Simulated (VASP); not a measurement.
Write the native input for VASP 6.6.1 that does the following.

| Quantity | Value |
| --- | --- |
| Task | single point |
| Functional | PBEsol |
| Potentials or basis | VASP PAW PBE potentials, release 64 (Al, N) |
| Cutoff | 600 eV |
| k mesh | 10 × 10 × 10 |
| Occupations | gaussian, width 0.02 eV |
| Spin | no spin polarisation |
| Dipole correction | no |
| Further INCAR settings | ALGO = Normal; EDIFF = 1e-06; NBANDS = 11 |

The structure of AlN (nc) lies in POSCAR:

```
AlN
1.0
    0.0000000000      1.9594208129      1.9594208129
    1.9594208129      0.0000000000      1.9594208129
    1.9594208129      1.9594208129      0.0000000000
Al N
1 1
Direct
    0.5000000000      0.5000000000      0.5000000000
    0.0000000000      0.0000000000      0.0000000000
```

This cell differs from its parent crystal: volume scaled by 0.91.

One way to write it, as run:

INCAR

```
SYSTEM = AlN
PREC = Accurate ; ENCUT = 600
EDIFF = 1E-6 ; ISMEAR = 0
SIGMA = 0.02 ; LREAL = .False.
LASPH = .True. ; NELM = 120
ALGO = Normal ; ISIF = 2
LWAVE = .False. ; LCHARG = .False.
GGA = PS ; NBANDS = 11
GGA_COMPAT = .False.
```

KPOINTS

```
regular mesh
0
Gamma
  10 10 10
  0 0 0
```

Potentials or basis: VASP PAW PBE potentials, release 64 (Al, N).

Run with:

```bash
$ cat potpaw_PBE.64/Al/POTCAR potpaw_PBE.64/N/POTCAR > POTCAR
$ mpirun -np 1 vasp_std > vasp.out
```

Results of the run:

* Pressure: 30.0 GPa
* Band gap on the k mesh: 4.96 eV, indirect (least direct gap 7.08 eV)

Caveat: the PAW data sets were made with another functional, which shifts forces and pressure a little.

Wall time 11 s on 1 thread of Intel Xeon 8259CL, on a shared host, peak memory 0.14 GiB.
